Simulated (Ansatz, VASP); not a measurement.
**Two plane-wave programs on CsGa**

File INCAR:

```
SYSTEM = CsGa
PREC = Accurate
ENCUT = 600
EDIFF = 1E-7
ISMEAR = -1
SIGMA = 0.05
LREAL = .FALSE.
LASPH = .TRUE.
NELM = 100
ALGO = Normal
ISIF = 3
LWAVE = .FALSE.
LCHARG = .FALSE.
GGA = PS
IBRION = 2
NSW = 70
EDIFFG = -0.005
```

KPOINTS

```
Automatic mesh
0
G
  6 6 6
  0 0 0
```

The input POSCAR:

```
CsGa
1.0
    0.0000000000      5.0141011276      5.0141011276
    5.0141011276      0.0000000000      5.0141011276
    5.0141011276      5.0141011276      0.0000000000
Cs Ga
2 2
Direct
    0.1250000000      0.1250000000      0.1250000000
   -0.1250000000     -0.1250000000     -0.1250000000
    0.3750000000      0.3750000000      0.3750000000
   -0.3750000000     -0.3750000000     -0.3750000000
```

Input for Ansatz:

```yaml
crystal:
  lattice:
    - [0.0, 5.0141011276, 5.0141011276]
    - [5.0141011276, 0.0, 5.0141011276]
    - [5.0141011276, 5.0141011276, 0.0]
  atoms:
    - { symbol: Cs, position: [0.125, 0.125, 0.125] }
    - { symbol: Cs, position: [-0.125, -0.125, -0.125] }
    - { symbol: Ga, position: [0.375, 0.375, 0.375] }
    - { symbol: Ga, position: [-0.375, -0.375, -0.375] }
kpoints:
  mp_grid: { grid: [6, 6, 6] }
scf:
  occupations: { method: fermi_dirac, width: 0.05 }
hamiltonian:
  xc: pbesol
  pseudopotentials: { kind: paw }
output:
  forces: true
  stress: true
relax:
  f_tol: 0.005
  max_steps: 50
  cell: {}
```

Alike in both runs: task relaxation of cell and atoms; functional PBEsol; k mesh 6 × 6 × 6; occupations fermi-dirac, width 0.05 eV; no spin polarisation.

|  | VASP | Ansatz |
| --- | --- | --- |
| version | VASP 6.6.1 | Ansatz 0.2.0 |
| potentials or method | VASP PAW PBE potentials, release 64 (Cs_sv, Ga_d) | PAW with Ansatz's default frozen-core files, scalar-relativistic |
| plane-wave cutoff (eV) | 600 | 420 |
| valence electrons in the cell | 44 | 44 |

|  | VASP | Ansatz | Ansatz less VASP |
| --- | --- | --- | --- |
| relaxed volume (Å³/atom) | 33.15 | 32.83 | -0.326 |
| relaxed cell length with the largest relative difference (Å) | 5.724 | 5.705 | -0.0188 |

VASP's potentials were made for PBE, not for PBEsol.

Neither program's run includes spin-orbit coupling. Noted on VASP's run: the volume moved by over 15 % at a fixed basis, so the end points are rough.
